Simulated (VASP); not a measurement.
Wanted: the native input for a VASP 6.6.1 run.

```
Task                   : single point
Functional             : PBE
Potentials or basis    : VASP PAW PBE potentials, release 64 (V_sv)
Cutoff                 : 500 eV
k mesh                 : 8 × 8 × 8
Occupations            : fermi-dirac, width 0.1 eV
Spin                   : collinear spin, ferromagnetic start
Starting moments       : [1.0] μB
Dipole correction      : no
Further INCAR settings : ALGO = Normal; EDIFF = 1e-06; NBANDS = 16
```

The structure of V lies in POSCAR:

```
V
1.0
   -1.4980751061      1.4980751061      1.4980751061
    1.4980751061     -1.4980751061      1.4980751061
    1.4980751061      1.4980751061     -1.4980751061
V
1
Direct
    0.0000000000      0.0000000000      0.0000000000
```

One way to write it, as run:

INCAR

```
SYSTEM = V
PREC = Accurate
ENCUT = 500
EDIFF = 1E-6
ISMEAR = -1
SIGMA = 0.1
LREAL = .FALSE.
LASPH = .TRUE.
NELM = 200
ALGO = Normal
ISIF = 2
LWAVE = .FALSE.
LCHARG = .FALSE.
ISPIN = 2
MAGMOM = 1
LORBIT = 11
LMAXMIX = 4
GGA = PE
NBANDS = 16
GGA_COMPAT = .FALSE.
```

KPOINTS

```
regular mesh
0
G
  8 8 8
  0 0 0
```

Potentials or basis: VASP PAW PBE potentials, release 64 (V_sv).

The run is started by

```console
$ cat potpaw_PBE.64/V_sv/POTCAR > POTCAR
$ mpirun -np 1 vasp_std > vasp.out
```

Results of the run:

```yaml
Pressure: -0.4 GPa
Net_moment: 0.00 μB per cell
Valence_electrons_inside_the_program's_atomic_spheres: V 11.66
```

Caveat: the k points lie up to 0.37 Å⁻¹ apart.

Run time: 22 s on 1 thread of Intel Xeon 8259CL, on a shared host, peak memory 0.13 GiB.
